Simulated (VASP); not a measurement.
# W (Im-3m) in VASP: settings compared

Aim: see how the results for W move with the level of theory and the settings. Levels: PBE, PBE+D3(BJ), revPBE+D3(BJ). Tasks: single point.

All numbers are computed with VASP 6.6.1; they aren't measurements. Logs are shortened: lines on timing, memory, paths and dates and some standing lists are left out, and cuts for length are marked.

**1. The cell of the first run**

Symmetry: Im-3m, No. 229, cubic system. The conventional cell has a = 3.185 Å, b = 3.185 Å, c = 3.185 Å, α = 90.00°, β = 90.00°, γ = 90.00°. W (site symmetry m-3m) has 14 W at 2.76 to 3.18 Å within 3.6 Å.

**2. Single point, PBE**

Contents of INCAR:

```
SYSTEM = W
  PREC = Accurate
  ENCUT = 520
  EDIFF = 1E-6
  ISMEAR = 1
  SIGMA = 0.1
  LREAL = .False.
  LASPH = .True.
  NELM = 60
  ALGO = Normal
  ISIF = 2
  LWAVE = .False.
  LCHARG = .True.
  GGA = PE
  LELF = .True.
  LVHAR = .True.
  NBANDS = 13
```

Contents of KPOINTS:

```
Automatic mesh
0
Gamma
  12 12 12
  0 0 0
```

Contents of POSCAR:

```
W
1.0
   -1.5924167685      1.5924167685      1.5924167685
    1.5924167685     -1.5924167685      1.5924167685
    1.5924167685      1.5924167685     -1.5924167685
W
1
Direct
    0.0000000000      0.0000000000      0.0000000000
```

Potentials or basis: VASP PAW PBE potentials, release 64 (W_sv).

Command:

```console
$ cat potpaw_PBE.64/W_sv/POTCAR > POTCAR
$ mpirun -np 1 vasp_std > vasp.out
```

OUTCAR:

```text
SYSTEM = W
   PREC = Accurate
   ENCUT = 520
   EDIFF = 1E-6
   ISMEAR = 1
   LREAL = .False.
   LASPH = .True.
   NELM = 60
   ISIF = 2
   GGA = PE

 ion  position               nearest neighbor table
   1  0.000  0.000  0.000-

  LATTYP: Found a body centered cubic cell.
 ALAT       =     3.1848335370

  Lattice vectors:

 A1 = (  -1.5924167685,   1.5924167685,   1.5924167685)
 A2 = (   1.5924167685,  -1.5924167685,   1.5924167685)
 A3 = (   1.5924167685,   1.5924167685,  -1.5924167685)

Analysis of symmetry for initial positions (statically):
=====================================================================
 Subroutine PRICEL returns:
 Original cell was already a primitive cell.

 Routine SETGRP: Setting up the symmetry group for a
 body centered cubic supercell.

 Subroutine GETGRP returns: Found 48 space group operations
 (whereof 48 operations were pure point group operations)
 out of a pool of 48 trial point group operations.

The static configuration has the point symmetry O_h .

Analysis of symmetry for dynamics (positions and initial velocities):
=====================================================================
 Subroutine PRICEL returns:
 Original cell was already a primitive cell.

 Routine SETGRP: Setting up the symmetry group for a
 body centered cubic supercell.

 Subroutine GETGRP returns: Found 48 space group operations
 (whereof 48 operations were pure point group operations)
 out of a pool of 48 trial point group operations.

The dynamic configuration has the point symmetry O_h .

 Subroutine INISYM returns: Found 48 space group operations
 (whereof 48 operations are pure point group operations),
 and found     1 'primitive' translations

----------------------------------------------------------------------------------------

                                     Primitive cell

  volume of cell :      16.1521

  direct lattice vectors                    reciprocal lattice vectors
    -1.592416768  1.592416768  1.592416768     0.000000000  0.313988153  0.313988153
     1.592416768 -1.592416768  1.592416768     0.313988153  0.000000000  0.313988153
     1.592416768  1.592416768 -1.592416768     0.313988153  0.313988153  0.000000000

  length of vectors
     2.758146750  2.758146750  2.758146750     0.444046304  0.444046304  0.444046304

  position of ions in fractional coordinates (direct lattice)
     0.000000000  0.000000000  0.000000000

  ion indices of the primitive-cell ions
   primitive index   ion index
                 1           1

----------------------------------------------------------------------------------------

 KPOINTS: Automatic mesh

Automatic generation of k-mesh.
 Grid dimensions read from file:
 generate k-points for:   12   12   12

 Generating k-lattice:

  Cartesian coordinates                     Fractional coordinates (reciprocal lattice)
     0.000000000  0.026165679  0.026165679     0.083333333  0.000000000  0.000000000
     0.026165679  0.000000000  0.026165679     0.000000000  0.083333333  0.000000000
     0.026165679  0.026165679  0.000000000     0.000000000  0.000000000  0.083333333

  Length of vectors
     0.037003859  0.037003859  0.037003859

  Shift w.r.t. Gamma in fractional coordinates (k-lattice)
     0.000000000  0.000000000  0.000000000

 Subroutine IBZKPT returns following result:
 ===========================================

 Found     72 irreducible k-points:

 Following reciprocal coordinates:
            Coordinates               Weight
  0.000000  0.000000  0.000000      1.000000
  0.083333  0.000000  0.000000     12.000000
  0.166667  0.000000  0.000000     12.000000
  0.250000  0.000000  0.000000     12.000000
  0.333333  0.000000  0.000000     12.000000
  0.416667  0.000000  0.000000     12.000000
[... 16 lines left out ...]
  0.333333  0.083333  0.083333     24.000000
  0.416667  0.083333  0.083333     12.000000
 [... further k-points ...]
   k-points           NKPTS =     72   k-points in BZ     NKDIM =     72   number of bands    NBANDS=     13
   number of dos      NEDOS =    301   number of ions     NIONS =      1
   total plane-waves  NPLWV =  13824
   dimension x,y,z NGX =    24 NGY =   24 NGZ =   24
   dimension x,y,z NGXF=    48 NGYF=   48 NGZF=   48
   ions per type =               1
   NGX,Y,Z   is equivalent  to a cutoff of  14.47, 14.47, 14.47 a.u.
   NGXF,Y,Z  is equivalent  to a cutoff of  28.93, 28.93, 28.93 a.u.
 SYSTEM =  W
   PREC   = accura    normal or accurate (medium, high low for compatibility)
   ISTART =      0    job   : 0-new  1-cont  2-samecut
   ICHARG =      2    charge: 1-file 2-atom 10-const
   ISPIN  =      1    spin polarized calculation?
   LNONCOLLINEAR =      F non collinear calculations
   LSORBIT =      F    spin-orbit coupling
   LASPH  =      T    aspherical Exc in radial PAW
   ENCUT  =  520.0 eV  38.22 Ry    6.18 a.u.   5.13  5.13  5.13*2*pi/ulx,y,z
   NELM   =     60;   NELMIN=  2; NELMDL= -5     # of ELM steps
   EDIFF  = 0.1E-05   stopping-criterion for ELM
   LREAL  =      F    real-space projection
   EDIFFG = 0.1E-04   stopping-criterion for IOM
   NSW    =      0    number of steps for IOM
   IBRION =     -1    ionic relax: 0-MD 1-quasi-New 2-CG
   NFREE  =      0    steps in history (QN), initial steepest desc. (CG)
   ISIF   =      2    stress and relaxation
   ISYM   =      2    0-nonsym 1-usesym 2-fastsym
   POTIM  = 0.5000    time-step for ionic-motion
   TEBEG  =    0.0;   TEEND  =   0.0 temperature during run
   PSTRESS=    0.0 pullay stress
   NELECT =      14.0000    total number of electrons
   NUPDOWN=      -1.0000    fix difference up-down
   EMIN   =  10.00;   EMAX   =-10.00  energy-range for DOS
   EFERMI =   0.00;   METHOD = LEGACY
   ISMEAR =     1;   SIGMA  =   0.10  broadening in eV -4-tet -1-fermi 0-gaus
   EFERMI_NEDOS =   21; number of points for ismear=-14 and -15
   IALGO  =     38    algorithm
   IMIX   =      4    mixing-type and parameters
     AMIX     =   0.40;   BMIX     =  1.00
     AMIX_MAG =   1.60;   BMIX_MAG =  1.00
  volume/ion in A,a.u.               =      16.15       109.00
  Fermi-wavevector in a.u.,A,eV,Ry     =   1.560896  2.949667 33.149205  2.436398
  Thomas-Fermi vector in A             =   2.664041
   LORBIT       =      0    0 simple, 1 ext, 2 COOP (PROOUT), +10 PAW based schemes
   GGA     = PE    functional components
   LHFCALC =     F    Hartree Fock is set to
   AEXX    =    0.0000 exact exchange contribution
   IVDW    =     0    specifies the selected vdW correction
   LEPSILON=     F    determine dielectric tensor
   LRPA    =     F    only Hartree local field effects (RPA)
 non-spin polarized calculation
 Methfessel and Paxton  Order N= 1 SIGMA  =   0.10
  energy-cutoff  :      520.00
  volume of cell :       16.15
 maximum number of plane-waves:       466
 NGX is ok and might be reduce to    24
   NGX = 11   NGY = 11   NGZ = 11

 number of electron      14.0000002 magnetization

 Free energy of the ion-electron system (eV)
  ---------------------------------------------------
  ext. energy  EPLUGINS =         0.00000000
  ---------------------------------------------------
  free energy    TOTEN  =       -12.95494352 eV

  energy without entropy =      -12.95448544  energy(sigma->0) =      -12.95479083

 E-fermi :  11.0550     XC(G=0): -13.5369

 val. band max:       11.0525522514   @ k =  -0.2500   0.3333   0.1667
 cond. band min:      11.0978831428   @ k =  -0.1667   0.1667   0.0833
 fundamental gap:      0.0453308913
 Fermi energy:        11.0550105814

 k-point     1 :       0.0000    0.0000    0.0000
  band No.  band energies     occupation
      1     -63.0500      2.00000
      2     -26.6374      2.00000
      3     -26.6374      2.00000
      4     -26.6374      2.00000
      5       1.6414      2.00000
      6       9.9692      2.00000
      7       9.9692      2.00000
      8       9.9692      2.00000
      9      13.3845      0.00000
     10      13.3845      0.00000
     11      25.6489      0.00000
     12      25.6489      0.00000
     13      25.6489      0.00000

 k-point     2 :       0.0833    0.0000    0.0000
  band No.  band energies     occupation
      1     -63.0419      2.00000
      2     -26.7245      2.00000
      3     -26.6647      2.00000
      4     -26.6378      2.00000
      5       1.9673      2.00000
      6       9.7740      2.00000
      7       9.9184      2.00000
      8      10.2848      2.00000
      9      13.0931      0.00000
     10      13.3882      0.00000
     11      25.9160      0.00000
     12      26.2047      0.00000
     13      26.4133      0.00000

 k-point     3 :       0.1667    0.0000    0.0000
  band No.  band energies     occupation
      1     -63.0194      2.00000
      2     -26.9576      2.00000
      3     -26.7388      2.00000
      4     -26.6388      2.00000
      5       2.8613      2.00000
      6       9.2828      2.00000
      7       9.6705      2.00000
      8      11.2084     -0.05222
      9      12.7057     -0.00000
     10      13.4306      0.00000
     11      26.3531      0.00000
     12      27.7685      0.00000
     13      27.8712      0.00000
[... 305 lines left out ...]
 k-point    23 :       0.3333    0.0833    0.0833
  band No.  band energies     occupation
      1     -62.9320      2.00000
      2     -27.7151      2.00000
      3     -27.0477      2.00000
      4     -26.7223      2.00000
      5       5.6908      2.00000
      6       7.7425      2.00000
      7      10.0714      2.00000
      8      13.4890      0.00000
      9      14.1519      0.00000
     10      17.6036      0.00000
     11      21.9732      0.00000
     12      23.7641      0.00000
     13      27.4507      0.00000

 k-point    24 :       0.4167    0.0833    0.0833
  band No.  band energies     occupation
      1     -62.9246      2.00000
      2     -27.7666      2.00000
      3     -27.0869      2.00000
      4     -26.7245      2.00000
      5       5.6651      2.00000
      6       7.6457      2.00000
      7      10.8576      2.01736
      8      13.5086      0.00000
      9      14.2609      0.00000
     10      18.4064      0.00000
     11      20.8410      0.00000
     12      23.3054      0.00000
     13      26.9162      0.00000

 [... further k-points ...]
[... 5 lines left out ...]
  --------------------------------------------------------------------------------------
  -------------------------------------------------------------------------------------
  Total        0.0556888      0.0556888      0.0556888      0.0000000     -0.0000000      0.0000000
  in kB        5.5239355      5.5239355      5.5239355      0.0000000     -0.0000000      0.0000000
  external PRESSURE =       5.5239355 kB  Pullay stress =       0.0000000 kB

 VOLUME and BASIS-vectors are now :
 -----------------------------------------------------------------------------
  energy-cutoff  :      520.00
  volume of cell :       16.15
      direct lattice vectors                 reciprocal lattice vectors
    -1.592416768  1.592416768  1.592416768     0.000000000  0.313988153  0.313988153
     1.592416768 -1.592416768  1.592416768     0.313988153  0.000000000  0.313988153
     1.592416768  1.592416768 -1.592416768     0.313988153  0.313988153  0.000000000

 POSITION                                       TOTAL-FORCE (eV/Angst)
 -----------------------------------------------------------------------------------
      0.00000      0.00000      0.00000        -0.000000      0.000000      0.000000
 -----------------------------------------------------------------------------------
    total drift:                                0.000000      0.000000     -0.000000

  FREE ENERGIE OF THE ION-ELECTRON SYSTEM (eV)
  ---------------------------------------------------
  free  energy   TOTEN  =       -12.9549435189 eV

  energy  without entropy=      -12.9544854377  energy(sigma->0) =      -12.95479083
```

Wall time 9.8 s (1 thread of Intel Xeon 8259CL, shared host); peak memory 0.15 GiB.

Results:

```
Free energy            : -12.9549 eV
Pressure               : 0.6 GPa
Band gap on the k mesh : zero (bands 7 and 8 overlap by 6.23 eV)
```

Levels at points of the mesh, in eV from the Fermi level:
```tsv
k point	band 3	band 4	band 5	band 6	band 7	band 8	band 9	band 10	band 11	band 12
(0.00, 0.00, 0.00)	-37.69	-37.69	-9.41	-1.09	-1.09	-1.09	2.33	2.33	14.59	14.59
(0.50, 0.00, 0.00)	-38.09	-37.70	-6.04	-3.37	0.73	2.21	3.17	6.09	10.89	11.56
(0.50, 0.50, 0.50)	-38.54	-38.54	-5.57	-5.57	5.14	5.14	5.14	8.21	8.21	8.21
```

Caveat: spin-orbit coupling is left out, which moves the levels of the heavy elements.

**3. Single point, PBE+D3(BJ)**

This run uses another cell than the first one, of 15.78 Å³/atom.

Contents of INCAR:

```
PREC     = Accurate       # precision mode
ENCUT    = 520            # plane-wave cutoff, eV
EDIFF    = 1E-6           # SCF threshold, eV
ISMEAR   = 1              # smearing method
SIGMA    = 0.1            # smearing width, eV
LREAL    = F              # projectors in reciprocal space
LASPH    = T              # aspherical terms in the spheres
NELM     = 80             # most SCF steps
ALGO     = Normal         # electronic algorithm
ISIF     = 2              # what is computed and relaxed
LWAVE    = F              # write WAVECAR
LCHARG   = F              # write CHGCAR
GGA      = PE             # functional
IVDW     = 12             # dispersion correction
NBANDS   = 13             # bands
```

Contents of KPOINTS:

```
Automatic mesh
0
Gamma
  12 12 12
```

Contents of POSCAR:

```
W
1.0
   -1.5799931775      1.5799931775      1.5799931775
    1.5799931775     -1.5799931775      1.5799931775
    1.5799931775      1.5799931775     -1.5799931775
W
1
Direct
    0.0000000000      0.0000000000      0.0000000000
```

Potentials or basis: VASP PAW PBE potentials, release 64 (W_sv).

Command:

```console
$ cat potpaw_PBE.64/W_sv/POTCAR > POTCAR
$ mpirun -np 1 vasp_std > vasp.out
```

Wall time 8.6 s (1 thread of Intel Xeon 8259CL, shared host); peak memory 0.14 GiB.

It converged, with:

* Free energy: -13.6436 eV
* Pressure: 0.7 GPa
* Band gap on the k mesh: zero (bands 7 and 8 overlap by 6.44 eV)
* Dispersion energy per atom: -0.699 eV

Levels at points of the mesh, in eV from the Fermi level:
| k point | band 4 | band 5 | band 6 | band 7 | band 8 | band 9 | band 10 | band 11 |
| --- | --- | --- | --- | --- | --- | --- | --- | --- |
| (0.00, 0.00, 0.00) | -37.64 | -9.56 | -1.14 | -1.14 | -1.14 | 2.37 | 2.37 | 14.63 |
| (0.50, 0.00, 0.00) | -37.65 | -6.21 | -3.49 | 0.79 | 2.27 | 3.25 | 6.29 | 11.26 |
| (0.50, 0.50, 0.50) | -38.55 | -5.78 | -5.78 | 5.30 | 5.30 | 5.30 | 8.38 | 8.38 |

Caveat: spin-orbit coupling is left out, which moves the levels of the heavy elements.

**4. Single point, revPBE+D3(BJ)**

This run uses another cell than the first one, of 15.62 Å³/atom.

Edit INCAR of step 3 so:

```diff
@@ -11,5 +11,7 @@
 LWAVE    = F              # write WAVECAR
-LCHARG   = F              # write CHGCAR
-GGA      = PE             # functional
+LCHARG   = T              # write CHGCAR
+GGA      = RE             # functional
 IVDW     = 12             # dispersion correction
+LELF     = T              # ELF
+LVHAR    = T            
 NBANDS   = 13             # bands
```

KPOINTS is that of step 3.

Contents of POSCAR:

```
W
1.0
   -1.5748671634      1.5748671634      1.5748671634
    1.5748671634     -1.5748671634      1.5748671634
    1.5748671634      1.5748671634     -1.5748671634
W
1
Direct
    0.0000000000      0.0000000000      0.0000000000
```

Command:

```console
$ cat potpaw_PBE.64/W_sv/POTCAR > POTCAR
$ mpirun -np 1 vasp_std > vasp.out
```

Run time: 11 s. Hardware: 1 thread of Intel Xeon 8259CL, shared host; peak memory 0.14 GiB.

It converged, with:

- Free energy: -13.7534 eV
- Pressure: 0.7 GPa
- Band gap on the k mesh: zero (bands 7 and 8 overlap by 6.52 eV)
- Dispersion energy per atom: -1.269 eV

Levels at points of the mesh, in eV from the Fermi level:
```
           k point  band 3  band 4  band 5  band 6  band 7  band 8  band 9  band 10  band 11  band 12
(0.00, 0.00, 0.00)  -37.63  -37.63   -9.62   -1.16   -1.16   -1.16    2.40     2.40    14.62    14.62
(0.50, 0.00, 0.00)  -38.07  -37.64   -6.28   -3.54    0.80    2.30    3.30     6.37    11.43    11.60
(0.50, 0.50, 0.50)  -38.57  -38.57   -5.85   -5.85    5.36    5.36    5.36     8.44     8.44     8.44
```

Caveat: the PAW data sets were made with another functional, which shifts forces and pressure a little; spin-orbit coupling is left out, which moves the levels of the heavy elements.

**5. Summary**

```tsv
level	cell	gap on the mesh (eV)	pressure (GPa)
PBE	a = 2.758 Å, angles 109.5°, 1 atom	none	0.6
PBE+D3(BJ)	a = 2.737 Å, angles 109.5°, 1 atom	none	0.7
revPBE+D3(BJ)	a = 2.728 Å, angles 109.5°, 1 atom	none	0.7
```

Alike in all rows: task single point; potentials or basis VASP PAW PBE potentials, release 64 (W_sv); no spin polarisation; k mesh 12 × 12 × 12; cutoff (eV) 520; smearing methfessel-paxton 0.1 eV.

Caveats: spin-orbit coupling is left out, which moves the levels of the heavy elements; the PAW data sets were made with another functional, which shifts forces and pressure a little (at least some runs).

Absolute energies hang on the potentials; compare differences alone.
